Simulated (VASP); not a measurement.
A run of VASP 6.6.1:

Contents of INCAR:

```
SYSTEM = MgZn3O4
PREC = Accurate
ENCUT = 520
EDIFF = 1E-6
ISMEAR = -1
SIGMA = 0.05
LREAL = Auto
LASPH = .TRUE.
NELM = 60
ALGO = Normal
ISIF = 2
LWAVE = .FALSE.
LCHARG = .FALSE.
GGA = PS
NBANDS = 76
NELECT = 126.0
```

The input KPOINTS:

```
Automatic mesh
0
Gamma
  2 2 2
  0.5 0.5 0.5
```

File POSCAR:

```
MgZn3O4
1.0
    6.5044980000      0.0000000000      0.0000000000
    0.0000000000      5.6330600000      0.0000000000
    0.0000000000      0.0000000000      5.1557130000
Zn Mg O
6 2 8
Direct
    0.2637130000      0.1486170000      0.5022250000
    0.7454430000      0.1797820000      0.4816570000
    0.4898030000      0.6631440000      0.4763030000
    0.0151620000      0.3231670000      0.0061360000
    0.2408830000      0.8321930000      0.0179480000
    0.7348160000      0.8213910000      0.0066150000
    0.9987770000      0.6847200000      0.4857200000
    0.4811350000      0.3327360000      0.9932910000
    0.9850960000      0.3679420000      0.3483790000
    0.4820960000      0.3533260000      0.3763230000
    0.2855650000      0.8276750000      0.3888800000
    0.7539300000      0.8256370000      0.3843240000
    0.2633990000      0.1522070000      0.8885790000
    0.0294360000      0.6434130000      0.8922950000
    0.7479900000      0.1748030000      0.8923340000
    0.4656630000      0.6670930000      0.8919200000
```

Potentials or basis: VASP PAW PBE potentials, release 64 (Zn, Mg, O).

Command:

```bash
$ cat potpaw_PBE.64/Zn/POTCAR potpaw_PBE.64/Mg/POTCAR potpaw_PBE.64/O/POTCAR > POTCAR
$ mpirun -np 1 vasp_std > vasp.out
```

Hardware: 1 thread of AMD EPYC 9R45 (Zen 5) (shared host).

**Question.** How long does it take, and how much memory?

**Answer.** Wall time 52 s on 1 thread of AMD EPYC 9R45 (Zen 5), with other jobs on the host, peak memory 0.24 GiB. Counts: scf iterations 18, k points 4.
